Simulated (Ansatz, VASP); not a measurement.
# One calculation of ZrB, two programs

File INCAR:

```
  ALGO = Normal
  EDIFF = 1E-6
  ENCUT = 520
  ISIF = 2
  ISMEAR = 0
  LASPH = T
  LCHARG = F
  LREAL = F
  LWAVE = F
  NBANDS = 14
  NELM = 80
  PREC = Accurate
  SIGMA = 0.15
```

KPOINTS

```
k-points
0
Gamma
  18 18 18
```

File POSCAR:

```
ZrB
1.0
    0.0000000000      2.6652868108      2.2217830855
    2.6652868108      0.0000000000      2.2217830855
    2.6652868108      2.6652868108      0.0000000000
Zr B
1 1
Direct
    0.0000000000      0.0000000000      0.0000000000
    0.5000000000      0.5000000000      0.5000000000
```

Input for Ansatz:

```yaml
crystal:
  lattice:
    - [0.0, 2.6652868108, 2.2217830855]
    - [2.6652868108, 0.0, 2.2217830855]
    - [2.6652868108, 2.6652868108, 0.0]
  atoms:
    - { symbol: Zr, position: [0.0, 0.0, 0.0] }
    - { symbol: B, position: [0.5, 0.5, 0.5] }
basis:
  ecutwfc: 520.0
kpoints:
  mp_grid: { grid: [18, 18, 18] }
hamiltonian:
  xc: lda
scf:
  occupations: { method: gaussian, width: 0.15 }
output:
  forces: true
  stress: true
  eigenvalues: true
```

Alike in both runs: task single point; functional LDA; k mesh 18 × 18 × 18; occupations gaussian, width 0.15 eV; no spin polarisation.

|  | VASP | Ansatz |
| --- | --- | --- |
| version | VASP 6.6.1 | Ansatz 0.2.0 |
| potentials or method | VASP PAW LDA potentials, release 64 (Zr_sv, B), cutoff 520 eV | scalar-relativistic, plane waves, PAW |
| valence electrons in the cell | 15 | 15 |

```tsv
	VASP	Ansatz	Ansatz less VASP
gap on the k mesh at the Fermi level (eV)	none	none	-
pressure (GPa)	-9.8	-10.0	-0.21
traceless stress, the component that is largest in VASP (GPa)	25.70	25.63	-0.075
```

LDA's correlation is that of Perdew and Zunger in VASP and of Perdew and Wang (1992) in Ansatz. A gap of «none» marks a metal or a gap that the smearing closes.
